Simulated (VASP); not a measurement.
# GaN (P6_3mc) in VASP: a series of runs

GaN is run at these levels: PBEsol; tasks: single point.

All numbers are computed with VASP 6.6.1; they aren't measurements. Logs are shortened: lines on timing, memory, paths and dates and some standing lists are left out, and cuts for length are marked.

## Step 1: The cell of the first run

It takes space group P6_3mc (No. 186, hexagonal). Conventional cell: a = 3.119 Å, b = 3.119 Å, c = 5.236 Å, α = 90.00°, β = 90.00°, γ = 120.00°. Within 2.5 Å of Ga (site symmetry 3m) lie 4 N at 1.92 to 1.94 Å. N (site symmetry 3m) has 4 Ga at 1.92 to 1.94 Å within 2.5 Å.

## Step 2: Single point, PBEsol (in-plane strain -0.02, then relaxed in part)

INCAR reads:

```
SYSTEM = GaN
ALGO = Normal
EDIFF = 1E-7
ENCUT = 520
GGA = PS
ISIF = 2
ISMEAR = 0
LASPH = .TRUE.
LCHARG = .FALSE.
LREAL = .FALSE.
LWAVE = .FALSE.
NBANDS = 26
NELM = 100
PREC = Accurate
SIGMA = 0.01
```

KPOINTS reads:

```
k-points
0
G
  8 8 4
  0 0 0
```

POSCAR reads:

```
GaN
1.0
    3.1189231036      0.0000000000      0.0000000000
   -1.5594615518      2.7010666401      0.0000000000
    0.0000000000      0.0000000000      5.2363136938
Ga N
2 2
Direct
    0.3333333333      0.6666666667      0.0018518214
    0.6666666667      0.3333333333      0.5018518214
    0.3333333333      0.6666666667      0.3731481786
    0.6666666667      0.3333333333      0.8731481786
```

Potentials or basis: VASP PAW PBE potentials, release 64 (Ga_d, N).

The run is started by

```bash
cat potpaw_PBE.64/Ga_d/POTCAR potpaw_PBE.64/N/POTCAR > POTCAR
mpirun -np 1 vasp_std > vasp.out
```

OUTCAR:

```text
SYSTEM = GaN
   EDIFF = 1E-7
   ENCUT = 520
   GGA = PS
   ISIF = 2
   ISMEAR = 0
   LASPH = .TRUE.
   LREAL = .FALSE.
   NELM = 100
   PREC = Accurate

 ion  position               nearest neighbor table
   1  0.333  0.667  0.002-   4 1.92   4 1.92   4 1.92   3 1.94
   2  0.667  0.333  0.502-   3 1.92   3 1.92   3 1.92   4 1.94
   3  0.333  0.667  0.373-   2 1.92   2 1.92   2 1.92   1 1.94
   4  0.667  0.333  0.873-   1 1.92   1 1.92   1 1.92   2 1.94

  LATTYP: Found a hexagonal cell.
 ALAT       =     3.1189231036
 C/A-ratio  =     1.6788851536

  Lattice vectors:

 A1 = (   3.1189231036,   0.0000000000,   0.0000000000)
 A2 = (  -1.5594615518,   2.7010666401,   0.0000000000)
 A3 = (   0.0000000000,   0.0000000000,   5.2363136938)

Analysis of symmetry for initial positions (statically):
=====================================================================
 Subroutine PRICEL returns:
 Original cell was already a primitive cell.

 Routine SETGRP: Setting up the symmetry group for a
 hexagonal supercell.

 Subroutine GETGRP returns: Found 12 space group operations
 (whereof  6 operations were pure point group operations)
 out of a pool of 24 trial point group operations.

The static configuration has the point symmetry C_3v.
 The point group associated with its full space group is C_6v.

Analysis of symmetry for dynamics (positions and initial velocities):
=====================================================================
 Subroutine PRICEL returns:
 Original cell was already a primitive cell.

 Routine SETGRP: Setting up the symmetry group for a
 hexagonal supercell.

 Subroutine GETGRP returns: Found 12 space group operations
 (whereof  6 operations were pure point group operations)
 out of a pool of 24 trial point group operations.

The dynamic configuration has the point symmetry C_3v.
 The point group associated with its full space group is C_6v.

 Subroutine INISYM returns: Found 12 space group operations
 (whereof  6 operations are pure point group operations),
 and found     1 'primitive' translations

----------------------------------------------------------------------------------------

                                     Primitive cell

  volume of cell :      44.1129

  direct lattice vectors                    reciprocal lattice vectors
     3.118923104  0.000000000  0.000000000     0.320623487  0.185112056  0.000000000
    -1.559461552  2.701066640  0.000000000     0.000000000  0.370224113  0.000000000
     0.000000000  0.000000000  5.236313694     0.000000000  0.000000000  0.190974044

  length of vectors
     3.118923104  3.118923104  5.236313694     0.370224113  0.370224113  0.190974044

  position of ions in fractional coordinates (direct lattice)
     0.333333333  0.666666667  0.001851821
     0.666666667  0.333333333  0.501851821
     0.333333333  0.666666667  0.373148179
     0.666666667  0.333333333  0.873148179

  ion indices of the primitive-cell ions
   primitive index   ion index
                 1           1
                 2           2
                 3           3
                 4           4

----------------------------------------------------------------------------------------

 KPOINTS: k-points

Automatic generation of k-mesh.
 Grid dimensions read from file:
 generate k-points for:    8    8    4

 Generating k-lattice:

  Cartesian coordinates                     Fractional coordinates (reciprocal lattice)
     0.040077936  0.023139007  0.000000000     0.125000000  0.000000000  0.000000000
     0.000000000  0.046278014  0.000000000     0.000000000  0.125000000  0.000000000
     0.000000000  0.000000000  0.047743511     0.000000000  0.000000000  0.250000000

  Length of vectors
     0.046278014  0.046278014  0.047743511

  Shift w.r.t. Gamma in fractional coordinates (k-lattice)
     0.000000000  0.000000000  0.000000000

 Subroutine IBZKPT returns following result:
 ===========================================

 Found     30 irreducible k-points:

 Following reciprocal coordinates:
            Coordinates               Weight
  0.000000  0.000000  0.000000      1.000000
  0.125000  0.000000  0.000000      6.000000
  0.250000  0.000000  0.000000      6.000000
  0.375000 -0.000000  0.000000      6.000000
  0.500000  0.000000  0.000000      3.000000
  0.125000  0.125000  0.000000      6.000000
[... 16 lines left out ...]
  0.250000  0.000000  0.500000      6.000000
  0.375000 -0.000000  0.500000      6.000000
 [... further k-points ...]
   k-points           NKPTS =     30   k-points in BZ     NKDIM =     30   number of bands    NBANDS=     26
   number of dos      NEDOS =    301   number of ions     NIONS =      4
   total plane-waves  NPLWV =  23040
   dimension x,y,z NGX =    24 NGY =   24 NGZ =   40
   dimension x,y,z NGXF=    48 NGYF=   48 NGZF=   80
   ions per type =               2   2
   NGX,Y,Z   is equivalent  to a cutoff of  12.79, 12.79, 12.70 a.u.
   NGXF,Y,Z  is equivalent  to a cutoff of  25.59, 25.59, 25.40 a.u.
 SYSTEM =  GaN
   PREC   = accura    normal or accurate (medium, high low for compatibility)
   ISTART =      0    job   : 0-new  1-cont  2-samecut
   ICHARG =      2    charge: 1-file 2-atom 10-const
   ISPIN  =      1    spin polarized calculation?
   LNONCOLLINEAR =      F non collinear calculations
   LSORBIT =      F    spin-orbit coupling
   LASPH  =      T    aspherical Exc in radial PAW
   ENCUT  =  520.0 eV  38.22 Ry    6.18 a.u.   5.80  5.80  9.74*2*pi/ulx,y,z
   NELM   =    100;   NELMIN=  2; NELMDL= -5     # of ELM steps
   EDIFF  = 0.1E-06   stopping-criterion for ELM
   LREAL  =      F    real-space projection
   EDIFFG = 0.1E-05   stopping-criterion for IOM
   NSW    =      0    number of steps for IOM
   IBRION =     -1    ionic relax: 0-MD 1-quasi-New 2-CG
   NFREE  =      0    steps in history (QN), initial steepest desc. (CG)
   ISIF   =      2    stress and relaxation
   ISYM   =      2    0-nonsym 1-usesym 2-fastsym
   POTIM  = 0.5000    time-step for ionic-motion
   TEBEG  =    0.0;   TEEND  =   0.0 temperature during run
   PSTRESS=    0.0 pullay stress
   NELECT =      36.0000    total number of electrons
   NUPDOWN=      -1.0000    fix difference up-down
   EMIN   =  10.00;   EMAX   =-10.00  energy-range for DOS
   EFERMI =   0.00;   METHOD = LEGACY
   ISMEAR =     0;   SIGMA  =   0.01  broadening in eV -4-tet -1-fermi 0-gaus
   EFERMI_NEDOS =   21; number of points for ismear=-14 and -15
   IALGO  =     38    algorithm
   IMIX   =      4    mixing-type and parameters
     AMIX     =   0.40;   BMIX     =  1.00
     AMIX_MAG =   1.60;   BMIX_MAG =  1.00
  volume/ion in A,a.u.               =      11.03        74.42
  Fermi-wavevector in a.u.,A,eV,Ry     =   1.529867  2.891030 31.844358  2.340494
  Thomas-Fermi vector in A             =   2.637429
   LORBIT       =      0    0 simple, 1 ext, 2 COOP (PROOUT), +10 PAW based schemes
   GGA     = PS    functional components
   LHFCALC =     F    Hartree Fock is set to
   AEXX    =    0.0000 exact exchange contribution
   IVDW    =     0    specifies the selected vdW correction
   LEPSILON=     F    determine dielectric tensor
   LRPA    =     F    only Hartree local field effects (RPA)
 non-spin polarized calculation
 Gauss-broadening in eV      SIGMA  =   0.01
  energy-cutoff  :      520.00
  volume of cell :       44.11
 maximum number of plane-waves:      1201
 NGX is ok and might be reduce to    24
   NGX = 11   NGY = 11   NGZ = 19

 number of electron      36.0000010 magnetization

 Free energy of the ion-electron system (eV)
  ---------------------------------------------------
  ext. energy  EPLUGINS =         0.00000000
  ---------------------------------------------------
  free energy    TOTEN  =       -26.21856712 eV

  energy without entropy =      -26.21856712  energy(sigma->0) =      -26.21856712

 E-fermi :   5.7179     XC(G=0): -12.0976

 val. band max:        5.6476124249   @ k =   0.0000   0.0000   0.0000
 cond. band min:       7.6016111689   @ k =   0.0000   0.0000   0.0000
 fundamental gap:      1.9539987440
 Fermi energy:         5.7179196682

 k-point     1 :       0.0000    0.0000    0.0000
  band No.  band energies     occupation
      1     -10.7083      2.00000
      2      -9.6560      2.00000
      3      -7.8767      2.00000
      4      -7.8484      2.00000
      5      -7.8484      2.00000
      6      -7.7836      2.00000
[... 18 lines left out ...]
     25      17.6548      0.00000
     26      17.6548      0.00000

 k-point     2 :       0.1250    0.0000    0.0000
  band No.  band energies     occupation
      1     -10.5398      2.00000
      2      -9.6073      2.00000
      3      -7.8545      2.00000
      4      -7.8231      2.00000
      5      -7.8073      2.00000
      6      -7.7629      2.00000
[... 18 lines left out ...]
     25      16.9537      0.00000
     26      17.9584      0.00000

 k-point     3 :       0.2500    0.0000    0.0000
  band No.  band energies     occupation
      1     -10.1344      2.00000
      2      -9.5127      2.00000
      3      -7.8097      2.00000
      4      -7.7780      2.00000
      5      -7.7202      2.00000
      6      -7.6655      2.00000
[... 18 lines left out ...]
     25      17.2077      0.00000
     26      18.0922      0.00000

 k-point     4 :       0.3750   -0.0000    0.0000
  band No.  band energies     occupation
      1      -9.7698      2.00000
      2      -9.4503      2.00000
      3      -7.7961      2.00000
      4      -7.7603      2.00000
      5      -7.6734      2.00000
      6      -7.6140      2.00000
[... 18 lines left out ...]
     25      17.6426      0.00000
     26      18.8597      0.00000
[... 496 lines left out ...]
      1      -9.9890      2.00000
      2      -9.9890      2.00000
      3      -7.8084      2.00000
      4      -7.8084      2.00000
      5      -7.7933      2.00000
      6      -7.7933      2.00000
[... 18 lines left out ...]
     25      16.7672      0.00000
     26      16.7672      0.00000

 k-point    23 :       0.2500    0.0000    0.5000
  band No.  band energies     occupation
      1      -9.7418      2.00000
      2      -9.7418      2.00000
      3      -7.7800      2.00000
      4      -7.7800      2.00000
      5      -7.7232      2.00000
      6      -7.7232      2.00000
[... 18 lines left out ...]
     25      17.4924      0.00000
     26      17.4924      0.00000

 k-point    24 :       0.3750   -0.0000    0.5000
  band No.  band energies     occupation
      1      -9.5533      2.00000
      2      -9.5533      2.00000
      3      -7.7898      2.00000
      4      -7.7898      2.00000
      5      -7.6696      2.00000
      6      -7.6696      2.00000
[... 18 lines left out ...]
     25      17.8782      0.00000
     26      17.8782      0.00000

 [... further k-points ...]
[... 5 lines left out ...]
  --------------------------------------------------------------------------------------
  -------------------------------------------------------------------------------------
  Total        2.4700576      2.4700576     -0.0765546      0.0000000     -0.0000000      0.0000000
  in kB       89.7123091     89.7123091     -2.7804580      0.0000000     -0.0000000      0.0000000
  external PRESSURE =      58.8813867 kB  Pullay stress =       0.0000000 kB

 VOLUME and BASIS-vectors are now :
 -----------------------------------------------------------------------------
  energy-cutoff  :      520.00
  volume of cell :       44.11
      direct lattice vectors                 reciprocal lattice vectors
     3.118923104  0.000000000  0.000000000     0.320623487  0.185112056  0.000000000
    -1.559461552  2.701066640  0.000000000     0.000000000  0.370224113  0.000000000
     0.000000000  0.000000000  5.236313694     0.000000000  0.000000000  0.190974044

 POSITION                                       TOTAL-FORCE (eV/Angst)
 -----------------------------------------------------------------------------------
     -0.00000      1.80071      0.00970        -0.000000      0.000000     -0.003312
      1.55946      0.90036      2.62785         0.000000     -0.000000     -0.003312
     -0.00000      1.80071      1.95392        -0.000000      0.000000      0.003312
      1.55946      0.90036      4.57208         0.000000     -0.000000      0.003312
 -----------------------------------------------------------------------------------
    total drift:                               -0.000001     -0.000001     -0.000281

  FREE ENERGIE OF THE ION-ELECTRON SYSTEM (eV)
  ---------------------------------------------------
  free  energy   TOTEN  =       -26.2185671191 eV

  energy  without entropy=      -26.2185671191  energy(sigma->0) =      -26.21856712
```

Wall time 26 s (1 thread of Intel Xeon 6975P-C (Granite Rapids), shared host); peak memory 0.17 GiB.

What came out:

- Free energy: -26.2186 eV
- Pressure: 5.9 GPa
- Largest force: 0.003 eV/Å
- Band gap on the k mesh: 1.95 eV, direct

Forces on the atoms (eV/Å):
```
Ga   0.000  0.000 -0.003
Ga   0.000  0.000 -0.003
N    0.000  0.000  0.003
N    0.000  0.000  0.003
```

Stress tensor (GPa, compression positive):
```
 8.97  0.00  0.00
 0.00  8.97  0.00
 0.00  0.00 -0.28
```

Levels at points of the mesh, in eV from the valence-band top:
```csv
k point,band 16,band 17,band 18,band 19,band 20,band 21
"(0.00, 0.00, 0.00)",-0.26,0.00,0.00,1.95,4.68,8.98
"(0.50, 0.00, 0.00)",-2.81,-2.49,-1.08,5.18,5.52,5.80
"(0.00, 0.00, 0.50)",-0.52,-0.52,-0.52,4.44,4.44,8.37
"(0.50, 0.00, 0.50)",-2.22,-2.02,-2.02,4.23,4.23,7.83
```

Caveat: the cell differs from its parent crystal (in-plane strain -0.02, then relaxed in part); the PAW data sets were made with another functional, which shifts forces and pressure a little.

## Step 3: Single point, PBEsol (in-plane strain -0.02)

INCAR reads:

```
PREC = Accurate ; ENCUT = 520
EDIFF = 1E-6 ; ISMEAR = 0
SIGMA = 0.01 ; LREAL = F
LASPH = T ; NELM = 60
ALGO = Normal ; ISIF = 2
LWAVE = F ; LCHARG = F
GGA = PS ; NBANDS = 26
```

KPOINTS reads:

```
Automatic mesh
0
Gamma
  8 8 4
```

POSCAR reads:

```
GaN
1.0
    3.1189231036      0.0000000000      0.0000000000
   -1.5594615518      2.7010666401      0.0000000000
    0.0000000000      0.0000000000      5.2476351250
Ga N
2 2
Direct
    0.3333333333      0.6666666667     -0.0008061560
    0.6666666667      0.3333333333      0.4991938440
    0.3333333333      0.6666666667      0.3758061560
    0.6666666667      0.3333333333      0.8758061560
```

Potentials or basis: VASP PAW PBE potentials, release 64 (Ga_d, N).

The run is started by

```bash
cat potpaw_PBE.64/Ga_d/POTCAR potpaw_PBE.64/N/POTCAR > POTCAR
mpirun -np 1 vasp_std > vasp.out
```

It took 18 s on 1 thread of Intel Xeon 6975P-C (Granite Rapids), shared host; peak memory 0.17 GiB.

Results (log left out):

```
Free energy            : -26.2081 eV
Pressure               : 5.9 GPa
Largest force          : 0.336 eV/Å
Band gap on the k mesh : 1.97 eV, direct
```

Forces on the atoms (eV/Å):
```
Ga   0.000  0.000  0.336
Ga   0.000  0.000  0.336
N    0.000  0.000 -0.336
N    0.000  0.000 -0.336
```

Stress tensor (GPa, compression positive):
```
10.22  0.00  0.00
 0.00 10.22  0.00
 0.00  0.00 -2.81
```

Levels at points of the mesh, in eV from the valence-band top:
```
           k point  band 15  band 16  band 17  band 18  band 19  band 20  band 21  band 22
(0.00, 0.00, 0.00)    -0.97    -0.17     0.00     0.00     1.97     4.67     9.00    10.23
(0.50, 0.00, 0.00)    -4.40    -2.80    -2.36    -1.13     5.19     5.57     5.80     8.64
(0.00, 0.00, 0.50)    -0.50    -0.50    -0.50    -0.50     4.47     4.47     8.33     8.33
(0.50, 0.00, 0.50)    -2.13    -2.13    -2.03    -2.03     4.26     4.26     7.78     7.78
```

Caveat: the cell differs from its parent crystal (in-plane strain -0.02); the PAW data sets were made with another functional, which shifts forces and pressure a little.
